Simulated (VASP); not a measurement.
Wanted: the native input for a VASP 6.6.1 run.

```yaml
Task: single point
Functional: PBE
Potentials_or_basis: VASP PAW PBE potentials, release 64 (Mo_sv)
Cutoff: 520 eV
k_mesh: 22 × 22 × 22
Occupations: gaussian, width 0.15 eV
Spin: no spin polarisation
Dipole_correction: no
Further_INCAR_settings: ALGO = Fast; EDIFF = 1e-07; NBANDS = 13
```

The structure of Mo lies in POSCAR:

```
Mo
1.0
   -1.5238700000      1.5710000000      1.5710000000
    1.5238700000     -1.5710000000      1.5710000000
    1.5238700000      1.5710000000     -1.5710000000
Mo
1
Direct
    0.0000000000      0.0000000000      0.0000000000
```

This cell differs from its parent crystal: strain -0.0300 x Voigt [1, 0, 0, 0, 0, 0].

These files were run (other wordings do the same):

INCAR

```
PREC = Accurate
ENCUT = 520
EDIFF = 1E-7
ISMEAR = 0
SIGMA = 0.15
LREAL = False
LASPH = True
NELM = 60
ALGO = Fast
ISIF = 2
LWAVE = False
LCHARG = False
GGA = PE
NBANDS = 13
```

KPOINTS

```
regular mesh
0
Gamma
  22 22 22
```

Potentials or basis: VASP PAW PBE potentials, release 64 (Mo_sv).

Run with:

```bash
$ cat potpaw_PBE.64/Mo_sv/POTCAR > POTCAR
$ mpirun -np 1 vasp_std > vasp.out
```

It gave:

```json
{"Pressure": "14.6 GPa", "Band gap on the k mesh": "zero (band 7 reaches 17.39 eV, above the bottom of band 8 at 11.88 eV)"}
```

Caveat: the cell differs from its parent crystal (strain -0.0300 x Voigt [1, 0, 0, 0, 0, 0]).

It took 100 s on 1 thread of Intel(R) Xeon(R) Platinum 8488C (Sapphire Rapids) (shared host), peak memory 0.25 GiB.
